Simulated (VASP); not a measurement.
## Zn: relaxation of cell and atoms with PBEsol

Zn:

```
Zn
1.0
    -1.52381    1.52381    1.52381
     1.52381   -1.52381    1.52381
     1.52381    1.52381   -1.52381
Zn
1
Direct
  0.00000 0.00000 0.00000
```

```yaml
Program: VASP 6.6.1
Task: relaxation of cell and atoms
Functional: PBEsol
Potentials_or_basis: VASP PAW PBE potentials, release 64 (Zn)
Cutoff: 600 eV
k_mesh: 19 × 19 × 19
Occupations: fermi-dirac, width 0.05 eV
Spin: no spin polarisation
Dipole_correction: no
Further_INCAR_settings: ALGO = Normal; EDIFF = 1e-06; IBRION = 2; EDIFFG = -0.005; NSW = 60; ISIF = 3
```

| Quantity | Value |
| --- | --- |
| Relaxed volume | 14.41 Å³/atom |
| Relaxed cell | a = 2.655 Å, b = 2.655 Å, c = 2.655 Å, α = 109.47°, β = 109.47°, γ = 109.47° |
| Space group after relaxing (to 0.05 Å) | Im-3m (No. 229) |
| Energy gained by relaxing | 1.2 meV/atom |
| Ionic steps | 3 |
| Pressure after relaxing | 0.0 GPa |
| Band gap on the k mesh | zero (band 6 reaches 7.27 eV, above the bottom of band 7 at 2.60 eV) |

The path:
| step | energy change (eV) | largest force (eV/Å) | pressure (GPa) | volume (Å³) |
| --- | --- | --- | --- | --- |
| 1 | 0.0000 | 0.0000 | 1.49 | 14.15 |
| 2 | -0.0011 | 0.0000 | -0.09 | 14.42 |
| 3 | -0.0012 | 0.0000 | -0.01 | 14.41 |

Final structure:
```cif
data_structure
_symmetry_space_group_name_H-M 'P 1'
_symmetry_Int_Tables_number 1
_cell_length_a 2.6551
_cell_length_b 2.6551
_cell_length_c 2.6551
_cell_angle_alpha 109.471
_cell_angle_beta 109.471
_cell_angle_gamma 109.471
_cell_volume 14.41
loop_
_atom_site_label
_atom_site_type_symbol
_atom_site_fract_x
_atom_site_fract_y
_atom_site_fract_z
_atom_site_occupancy
Zn1 Zn 0.00000 0.00000 0.00000 1
```

Levels at points of the mesh, in eV from the Fermi level:
```csv
k point,band 3,band 4,band 5,band 6,band 7,band 8,band 9,band 10
"(0.00, 0.00, 0.00)",-8.05,-8.05,-7.48,-7.48,19.99,19.99,19.99,21.22
```

Run time: 30 s on 1 thread of Intel(R) Xeon(R) Platinum 8488C (Sapphire Rapids) (shared host), peak memory 0.17 GiB.

Caveat: the PAW data sets were made with another functional, which shifts forces and pressure a little.
